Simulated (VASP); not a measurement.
Set up this calculation in VASP 6.6.1, as the native input.

| Property | Result |
| --- | --- |
| Task | single point |
| Functional | r2SCAN |
| Potentials or basis | VASP PAW PBE potentials, release 64 (Bi_d, Te) |
| Cutoff | 520 eV |
| k mesh | 6 × 6 × 6 |
| Occupations | fermi-dirac, width 0.02 eV |
| Spin | no spin polarisation |
| Dipole correction | no |
| Further INCAR settings | ALGO = Normal; EDIFF = 1e-07; NBANDS = 32 |

The system is Bi2Te3 (Tellurobismuthite).

```
Bi Te
1.0
     2.20850    1.27508   10.77058
    -2.20850    1.27508   10.77058
     0.00000   -2.55016   10.77058
Bi Te
2 3
Direct
  0.39681 0.39681 0.39681
  0.60319 0.60319 0.60319
  0.00000 0.00000 0.00000
  0.21695 0.21695 0.21695
  0.78305 0.78305 0.78305
```

These files were run (other wordings do the same):

POSCAR

```
Bi2Te3
1.0
    2.2085041452      1.2750804627     10.7705832470
   -2.2085041452      1.2750804627     10.7705832470
    0.0000000000     -2.5501609255     10.7705832470
Bi Te
2 3
Direct
    0.3968095638      0.3968095638      0.3968095638
    0.6031904362      0.6031904362      0.6031904362
    0.0000000000      0.0000000000      0.0000000000
    0.2169461421      0.2169461421      0.2169461421
    0.7830538579      0.7830538579      0.7830538579
```

INCAR.step1

```
PREC     = Accurate       # precision mode
ENCUT    = 520            # plane-wave cutoff, eV
ISMEAR   = -1             # smearing method
SIGMA    = 0.02           # smearing width, eV
LREAL    = False          # projectors in reciprocal space
LASPH    = True           # aspherical terms in the spheres
NELM     = 60             # most SCF steps
NBANDS   = 32             # bands
GGA      = PE             # functional
ALGO     = Normal         # electronic algorithm
EDIFF    = 1E-4           # SCF threshold, eV
LWAVE    = True           # write WAVECAR
LCHARG   = False          # write CHGCAR
```

INCAR.step2

```
PREC     = Accurate       # precision mode
ENCUT    = 520            # plane-wave cutoff, eV
EDIFF    = 1E-7           # SCF threshold, eV
ISMEAR   = -1             # smearing method
SIGMA    = 0.02           # smearing width, eV
LREAL    = False          # projectors in reciprocal space
LASPH    = True           # aspherical terms in the spheres
NELM     = 60             # most SCF steps
ALGO     = Normal         # electronic algorithm
ISIF     = 2              # what is computed and relaxed
LWAVE    = False          # write WAVECAR
LCHARG   = False          # write CHGCAR
METAGGA  = R2SCAN         # meta-GGA
LMIXTAU  = True         
NBANDS   = 32             # bands
ISTART   = 1
```

KPOINTS

```
regular mesh
0
Gamma
  6 6 6
```

Potentials or basis: VASP PAW PBE potentials, release 64 (Bi_d, Te).

Command:

```sh
$ cat potpaw_PBE.64/Bi_d/POTCAR potpaw_PBE.64/Te/POTCAR > POTCAR
$ cp INCAR.step1 INCAR
$ mpirun -np 1 vasp_std > vasp.out
$ cp INCAR.step2 INCAR
$ mpirun -np 1 vasp_std > vasp.out
```

Results of the run:

```
Pressure               : 0.0 GPa
Largest force          : 0.011 eV/Å
Band gap on the k mesh : 0.87 eV, direct
```

Caveat: the PAW data sets were made with another functional, which shifts forces and pressure a little; spin-orbit coupling is left out, which moves the levels of the heavy elements.

Run time: 51 min on 1 thread of Intel(R) Xeon(R) 6975P-C (Granite Rapids) (shared host), peak memory 1.3 GiB.
